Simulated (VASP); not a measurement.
# SiO2 (Fm-3m) in VASP: single point with HSE06

Aim: the single point of SiO2 with HSE06.

Everything below comes from runs of VASP 6.6.1. Logs are shortened: lines on timing, memory, paths and dates and some standing lists are left out, and cuts for length are marked.

## Step 1: The cell of the first run

The structure is cubic, space group Fm-3m (No. 225). The conventional cell has a = 4.544 Å, b = 4.544 Å, c = 4.544 Å, α = 90.00°, β = 90.00°, γ = 90.00°. Si (site symmetry m-3m) has 8 O at 1.97 Å within 2.6 Å. Within 2.6 Å of O (site symmetry -43m) lie 4 Si at 1.97 Å and 6 O at 2.27 Å.

## Step 2: Single point, HSE06 (strain +0.3%)

Contents of POSCAR:

```
SiO2
1.0
    0.0000000000      2.2720937034      2.2720937034
    2.2720937034      0.0000000000      2.2720937034
    2.2720937034      2.2720937034      0.0000000000
Si O
1 2
Direct
    0.0000000000      0.0000000000      0.0000000000
    0.2500000000      0.2500000000      0.2500000000
    0.7500000000      0.7500000000      0.7500000000
```

Contents of INCAR.step1:

```
SYSTEM = SiO2
  ALGO = Normal
  EDIFF = 1E-5
  ENCUT = 520
  GGA = PE
  ISIF = 2
  ISMEAR = 0
  LASPH = .TRUE.
  LCHARG = .FALSE.
  LREAL = .FALSE.
  LWAVE = .TRUE.
  NBANDS = 15
  NELM = 60
  PREC = Accurate
  SIGMA = 0.01
```

Contents of INCAR.step2:

```
SYSTEM = SiO2
  ALGO = Normal
  EDIFF = 1E-6
  ENCUT = 520
  GGA = PE
  HFSCREEN = 0.2079
  ISIF = 2
  ISMEAR = 0
  ISTART = 1
  LASPH = .TRUE.
  LCHARG = .FALSE.
  LHFCALC = .TRUE.
  LREAL = .FALSE.
  LWAVE = .FALSE.
  NBANDS = 15
  NELM = 60
  PREC = Accurate
  PRECFOCK = Normal
  SIGMA = 0.01
```

Contents of KPOINTS:

```
k-points
0
G
  6 6 6
  0 0 0
```

Potentials or basis: VASP PAW PBE potentials, release 64 (Si, O).

Run with:

```bash
$ cat potpaw_PBE.64/Si/POTCAR potpaw_PBE.64/O/POTCAR > POTCAR
$ cp INCAR.step1 INCAR
$ mpirun -np 1 vasp_std > vasp.out
$ cp INCAR.step2 INCAR
$ mpirun -np 1 vasp_std > vasp.out
```

OUTCAR:

```text
SYSTEM = SiO2
   EDIFF = 1E-6
   ENCUT = 520
   GGA = PE
   HFSCREEN = 0.2079
   ISIF = 2
   ISMEAR = 0
   ISTART = 1
   LASPH = .TRUE.
   LHFCALC = .TRUE.
   LREAL = .FALSE.
   NELM = 60
   PREC = Accurate
   PRECFOCK = Normal

 ion  position               nearest neighbor table
   1  0.000  0.000  0.000-   2 1.97   3 1.97   3 1.97   3 1.97   3 1.97   2 1.97   2 1.97   2 1.97

   2  0.250  0.250  0.250-   1 1.97   1 1.97   1 1.97   1 1.97
   3  0.750  0.750  0.750-   1 1.97   1 1.97   1 1.97   1 1.97

  LATTYP: Found a face centered cubic cell.
 ALAT       =     4.5441874068

  Lattice vectors:

 A1 = (   0.0000000000,   2.2720937034,   2.2720937034)
 A2 = (   2.2720937034,   0.0000000000,   2.2720937034)
 A3 = (   2.2720937034,   2.2720937034,   0.0000000000)

Analysis of symmetry for initial positions (statically):
=====================================================================
 Subroutine PRICEL returns:
 Original cell was already a primitive cell.

 Routine SETGRP: Setting up the symmetry group for a
 face centered cubic supercell.

 Subroutine GETGRP returns: Found 48 space group operations
 (whereof 48 operations were pure point group operations)
 out of a pool of 48 trial point group operations.

The static configuration has the point symmetry O_h .

Analysis of symmetry for dynamics (positions and initial velocities):
=====================================================================
 Subroutine PRICEL returns:
 Original cell was already a primitive cell.

 Routine SETGRP: Setting up the symmetry group for a
 face centered cubic supercell.

 Subroutine GETGRP returns: Found 48 space group operations
 (whereof 48 operations were pure point group operations)
 out of a pool of 48 trial point group operations.

The dynamic configuration has the point symmetry O_h .

 Subroutine INISYM returns: Found 48 space group operations
 (whereof 48 operations are pure point group operations),
 and found     1 'primitive' translations

----------------------------------------------------------------------------------------

                                     Primitive cell

  volume of cell :      23.4590

  direct lattice vectors                    reciprocal lattice vectors
     0.000000000  2.272093703  2.272093703    -0.220061347  0.220061347  0.220061347
     2.272093703  0.000000000  2.272093703     0.220061347 -0.220061347  0.220061347
     2.272093703  2.272093703  0.000000000     0.220061347  0.220061347 -0.220061347

  length of vectors
     3.213225730  3.213225730  3.213225730     0.381157433  0.381157433  0.381157433

  position of ions in fractional coordinates (direct lattice)
     0.000000000  0.000000000  0.000000000
     0.250000000  0.250000000  0.250000000
     0.750000000  0.750000000  0.750000000

  ion indices of the primitive-cell ions
   primitive index   ion index
                 1           1
                 2           2
                 3           3

----------------------------------------------------------------------------------------

 KPOINTS: k-points

Automatic generation of k-mesh.
 Grid dimensions read from file:
 generate k-points for:    6    6    6

 Generating k-lattice:

  Cartesian coordinates                     Fractional coordinates (reciprocal lattice)
    -0.036676891  0.036676891  0.036676891     0.166666667  0.000000000  0.000000000
     0.036676891 -0.036676891  0.036676891     0.000000000  0.166666667  0.000000000
     0.036676891  0.036676891 -0.036676891     0.000000000  0.000000000  0.166666667

  Length of vectors
     0.063526239  0.063526239  0.063526239

  Shift w.r.t. Gamma in fractional coordinates (k-lattice)
     0.000000000  0.000000000  0.000000000

 Subroutine IBZKPT returns following result:
 ===========================================

 Found     16 irreducible k-points:

 Following reciprocal coordinates:
            Coordinates               Weight
  0.000000  0.000000  0.000000      1.000000
  0.166667  0.000000  0.000000      8.000000
  0.333333  0.000000  0.000000      8.000000
  0.500000  0.000000  0.000000      4.000000
  0.166667  0.166667  0.000000      6.000000
  0.333333  0.166667  0.000000     24.000000
[... 8 lines left out ...]
 -0.333333  0.333333  0.166667     24.000000
 -0.333333  0.500000  0.166667     12.000000
   k-points           NKPTS =     16   k-points in BZ     NKDIM =    216   number of bands    NBANDS=     15
   number of dos      NEDOS =    301   number of ions     NIONS =      3
   total plane-waves  NPLWV =  13824
   dimension x,y,z NGX =    24 NGY =   24 NGZ =   24
   dimension x,y,z NGXF=    48 NGYF=   48 NGZF=   48
   ions per type =               1   2
   NGX,Y,Z   is equivalent  to a cutoff of  12.42, 12.42, 12.42 a.u.
   NGXF,Y,Z  is equivalent  to a cutoff of  24.83, 24.83, 24.83 a.u.
 SYSTEM =  SiO2
   PREC   = accura    normal or accurate (medium, high low for compatibility)
   ISTART =      1    job   : 0-new  1-cont  2-samecut
   ICHARG =      0    charge: 1-file 2-atom 10-const
   ISPIN  =      1    spin polarized calculation?
   LNONCOLLINEAR =      F non collinear calculations
   LSORBIT =      F    spin-orbit coupling
   LASPH  =      T    aspherical Exc in radial PAW
   ENCUT  =  520.0 eV  38.22 Ry    6.18 a.u.   5.97  5.97  5.97*2*pi/ulx,y,z
   NELM   =     60;   NELMIN=  2; NELMDL=  0     # of ELM steps
   EDIFF  = 0.1E-05   stopping-criterion for ELM
   LREAL  =      F    real-space projection
   EDIFFG = 0.1E-04   stopping-criterion for IOM
   NSW    =      0    number of steps for IOM
   IBRION =     -1    ionic relax: 0-MD 1-quasi-New 2-CG
   NFREE  =      0    steps in history (QN), initial steepest desc. (CG)
   ISIF   =      2    stress and relaxation
   ISYM   =      3    0-nonsym 1-usesym 2-fastsym
   POTIM  = 0.5000    time-step for ionic-motion
   TEBEG  =    0.0;   TEEND  =   0.0 temperature during run
   PSTRESS=    0.0 pullay stress
   NELECT =      16.0000    total number of electrons
   NUPDOWN=      -1.0000    fix difference up-down
   EMIN   =  10.00;   EMAX   =-10.00  energy-range for DOS
   EFERMI =   0.00;   METHOD = LEGACY
   ISMEAR =     0;   SIGMA  =   0.01  broadening in eV -4-tet -1-fermi 0-gaus
   EFERMI_NEDOS =   21; number of points for ismear=-14 and -15
   IALGO  =     38    algorithm
   IMIX   =      1    mixing-type and parameters
     AMIX     =   0.40;   BMIX     =  1.00
     AMIX_MAG =   1.60;   BMIX_MAG =  1.00
  volume/ion in A,a.u.               =       7.82        52.77
  Fermi-wavevector in a.u.,A,eV,Ry     =   1.441048  2.723187 28.254140  2.076621
  Thomas-Fermi vector in A             =   2.559724
   LORBIT       =      0    0 simple, 1 ext, 2 COOP (PROOUT), +10 PAW based schemes
   GGA     = PE    functional components
   LHFCALC =     T    Hartree Fock is set to
   PRECFOCK=normal    Normal, Fast or Accurate (Low or Medium for compatibility)
   ENCUT4O =  -1.0   cutoff for four orbital integrals eV
   NKREDX  =     1    reduce k-point grid by
   NKREDY  =     1    reduce k-point grid by
   NKREDZ  =     1    reduce k-point grid by
   AEXX    =    0.2500 exact exchange contribution
   HFSCREEN=    0.2079 screening length (either q_TF or 0.3 A-1)
   HFSCREENC=   0.2079 screening length for correlation (either q_TF or 0.3 A-1)
   ENCUTFOCK=  -1.0 apply spherical cutoff to Coloumb kernel
   IVDW    =     0    specifies the selected vdW correction
   LEPSILON=     F    determine dielectric tensor
   LRPA    =     F    only Hartree local field effects (RPA)
 non-spin polarized calculation
 Gauss-broadening in eV      SIGMA  =   0.01
  energy-cutoff  :      520.00
  volume of cell :       23.46
 maximum number of plane-waves:       641
  NGX = 18; NGY = 18; NGZ = 18

 number of electron      16.0000015 magnetization

 Free energy of the ion-electron system (eV)
  ---------------------------------------------------
  ext. energy  EPLUGINS =         0.00000000
  ---------------------------------------------------
  free energy    TOTEN  =       -25.01061993 eV

  energy without entropy =      -25.01061993  energy(sigma->0) =      -25.01061993

 E-fermi :   8.5417     XC(G=0): -10.1082

 val. band max:        8.4325361322   @ k =   0.5000   0.5000   0.0000
 cond. band min:      11.9791141503   @ k =   0.5000   0.5000   0.0000
 fundamental gap:      3.5465780181
 Fermi energy:         8.5416626981

 k-point     1 :       0.0000    0.0000    0.0000
  band No.  band energies     occupation
      1     -16.3406      2.00000
      2      -9.2360      2.00000
      3       2.2586      2.00000
      4       2.2586      2.00000
      5       2.2586      2.00000
      6       6.0081      2.00000
      7       6.0081      2.00000
      8       6.0081      2.00000
      9      12.0295      0.00000
     10      16.0431      0.00000
     11      16.0431      0.00000
     12      16.0431      0.00000
     13      22.7077      0.00000
     14      22.7077      0.00000
     15      24.9606      0.00000

 k-point     2 :       0.1667    0.0000    0.0000
  band No.  band energies     occupation
      1     -15.9257      2.00000
      2      -9.7593      2.00000
      3       1.9368      2.00000
      4       2.2902      2.00000
      5       2.2902      2.00000
      6       4.8450      2.00000
      7       5.4971      2.00000
      8       5.4971      2.00000
      9      13.6380      0.00000
     10      16.4004      0.00000
     11      16.8115      0.00000
     12      16.8115      0.00000
     13      23.4707      0.00000
     14      23.4707      0.00000
     15      26.3733      0.00000
[... 221 lines left out ...]
      3      -2.3729      2.00000
      4      -0.7308      2.00000
      5       3.0964      2.00000
      6       3.1243      2.00000
      7       6.9743      2.00000
      8       7.4595      2.00000
      9      15.2697      0.00000
     10      18.7788      0.00000
     11      20.8544      0.00000
     12      21.3180      0.00000
     13      22.5554      0.00000
     14      25.8696      0.00000
     15      30.0418      0.00000

 k-point    16 :      -0.3333    0.5000    0.1667
  band No.  band energies     occupation
      1     -13.0164      2.00000
      2     -11.9105      2.00000
      3      -3.2754      2.00000
      4      -1.0393      2.00000
      5       1.4585      2.00000
      6       5.1018      2.00000
      7       7.5570      2.00000
      8       8.2155      2.00000
      9      13.8797      0.00000
     10      19.4592      0.00000
     11      19.9329      0.00000
     12      22.2209      0.00000
     13      23.4519      0.00000
     14      26.8949      0.00000
     15      29.1536      0.00000

------------------------ aborting loop because EDIFF is reached ----------------------------------------

  FORCE on cell =-STRESS in cart. coord.  units (eV):
  Direction    XX          YY          ZZ          XY          YZ          ZX
  --------------------------------------------------------------------------------------
  -------------------------------------------------------------------------------------
  Total       -1.0247041     -1.0247041     -1.0247041      0.0000000      0.0000000     -0.0000000
  in kB      -69.9842562    -69.9842562    -69.9842562      0.0000000      0.0000000     -0.0000000
  external PRESSURE =     -69.9842562 kB  Pullay stress =       0.0000000 kB

 VOLUME and BASIS-vectors are now :
 -----------------------------------------------------------------------------
  energy-cutoff  :      520.00
  volume of cell :       23.46
      direct lattice vectors                 reciprocal lattice vectors
     0.000000000  2.272093703  2.272093703    -0.220061347  0.220061347  0.220061347
     2.272093703  0.000000000  2.272093703     0.220061347 -0.220061347  0.220061347
     2.272093703  2.272093703  0.000000000     0.220061347  0.220061347 -0.220061347

 POSITION                                       TOTAL-FORCE (eV/Angst)
 -----------------------------------------------------------------------------------
      0.00000      0.00000      0.00000         0.000000     -0.000000      0.000000
      1.13605      1.13605      1.13605        -0.000000     -0.000000     -0.000000
      3.40814      3.40814      3.40814         0.000000      0.000000     -0.000000
 -----------------------------------------------------------------------------------
    total drift:                                0.000003      0.000005      0.000005

  FREE ENERGIE OF THE ION-ELECTRON SYSTEM (eV)
  ---------------------------------------------------
  free  energy   TOTEN  =       -25.0106199341 eV

  energy  without entropy=      -25.0106199341  energy(sigma->0) =      -25.01061993
```

It took 22 min on 1 thread of Intel Xeon 8259CL, shared host; peak memory 0.25 GiB.

What came out:

```yaml
Free_energy: -25.0106 eV
Pressure: -7.0 GPa
Band_gap_on_the_k_mesh: 3.55 eV
```

Caveat: the cell differs from its parent crystal (strain +0.3%); the cell stands under tension; the PAW data sets were made with another functional, which shifts forces and pressure a little. A k mesh can miss the band edges.
